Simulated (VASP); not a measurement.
InP (zincblende type): single point with PBEsol

InP (zincblende type):

```
In P
1.0
     0.00000    2.63476    2.63476
     2.63476    0.00000    2.63476
     2.63476    2.63476    0.00000
In P
1 1
Direct
  0.00000 0.00000 0.00000
  0.25000 0.25000 0.25000
```

This cell differs from its parent crystal: volume scaled by 0.72.

```yaml
Program: VASP 6.6.1
Task: single point
Functional: PBEsol
Potentials_or_basis: VASP PAW PBE potentials, release 64 (In_d, P)
Cutoff: 520 eV
k_mesh: 12 × 12 × 12
Occupations: fermi-dirac, width 0.1 eV
Spin: no spin polarisation
Dipole_correction: no
Further_INCAR_settings: ALGO = Normal; EDIFF = 1e-06; NBANDS = 16
```

The pressure is 45.5 GPa and the band gap on the k mesh is 0.92 eV, indirect (least direct gap 2.15 eV).

Levels at points of the mesh, in eV from the valence-band top:
```
           k point  band 7  band 8  band 9  band 10  band 11  band 12
(0.00, 0.00, 0.00)    0.00    0.00    0.00     2.15     3.74     3.74
(0.50, 0.00, 0.00)   -8.01   -1.60   -1.60     2.04     4.52     4.52
(0.50, 0.50, 0.00)   -7.56   -3.73   -3.73     0.92     1.77    10.65
```

It took 19 s on 1 thread of Intel(R) Xeon(R) 6975P-C (Granite Rapids), on a shared host, peak memory 0.18 GiB.

Caveat: the PAW data sets were made with another functional, which shifts forces and pressure a little; spin-orbit coupling is left out, which moves the levels of the heavy elements. A k mesh can miss the band edges.
